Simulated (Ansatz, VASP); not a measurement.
**KPt in VASP and in Ansatz**

Contents of INCAR:

```
AGGAC = 1.0 ; AGGAX = 1.0
ALDAC = 0.0 ; ALDAX = 1.0
ALGO = Normal ; EDIFF = 1E-7
ENCUT = 520 ; GGA = B5
ISIF = 2 ; ISMEAR = -1
LASPH = T ; LCHARG = F
LREAL = F ; LWAVE = F
NBANDS = 16 ; NELM = 80
PREC = Accurate ; SIGMA = 0.05
```

File KPOINTS:

```
k-points
0
Gamma
  10 10 5
```

POSCAR

```
KPt
1.0
    2.9395883087      0.0000000000      0.0000000000
   -1.4697941543      2.5457581520      0.0000000000
    0.0000000000      0.0000000000      5.2364539519
Pt K
1 1
Direct
    0.6666666667      0.3333333333      0.0000000000
    0.0000000000      0.0000000000      0.5000000000
```

input.yaml

```yaml
crystal:
  lattice:
    - [2.9395883087, 0.0, 0.0]
    - [-1.4697941543, 2.545758152, 0.0]
    - [0.0, 0.0, 5.2364539519]
  atoms:
    - { symbol: Pt, position: [0.6666666667, 0.3333333333, 0.0] }
    - { symbol: K, position: [0.0, 0.0, 0.5] }
kpoints:
  mp_grid: { grid: [10, 10, 5] }
scf:
  occupations: { method: fermi_dirac, width: 0.05 }
hamiltonian:
  xc: blyp
  pseudopotentials: { kind: all_electron, lapw: { basis_error: 0.001 } }
output:
  forces: true
  stress: true
  eigenvalues: true
```

Change from the starting cell: volume scaled by 0.94.

Alike in both runs: task single point; functional BLYP; k mesh 10 × 10 × 5; occupations fermi-dirac, width 0.05 eV; no spin polarisation.

|  | VASP | Ansatz |
| --- | --- | --- |
| version | VASP 6.6.1 | Ansatz 0.2.0 |
| potentials or method | VASP PAW PBE potentials, release 64 (Pt, K_sv), cutoff 520 eV | all-electron LAPW, scalar-relativistic |

Ansatz gave:

```
gap on the k mesh at the Fermi level (eV)                     : none
pressure (GPa)                                                : 10.1
traceless stress, the component that is largest in VASP (GPa) : -0.66
```

Problem. Estimate VASP's values.

Solution. gap on the k mesh at the Fermi level (eV): none; pressure (GPa): 10.7; traceless stress, the component that is largest in VASP (GPa): -0.63.

VASP's potentials were made for PBE, not for BLYP. A gap of «none» marks a metal or a gap that the smearing closes. Ansatz ran all-electron here, and VASP with PAW potentials.

Neither program's run includes spin-orbit coupling.
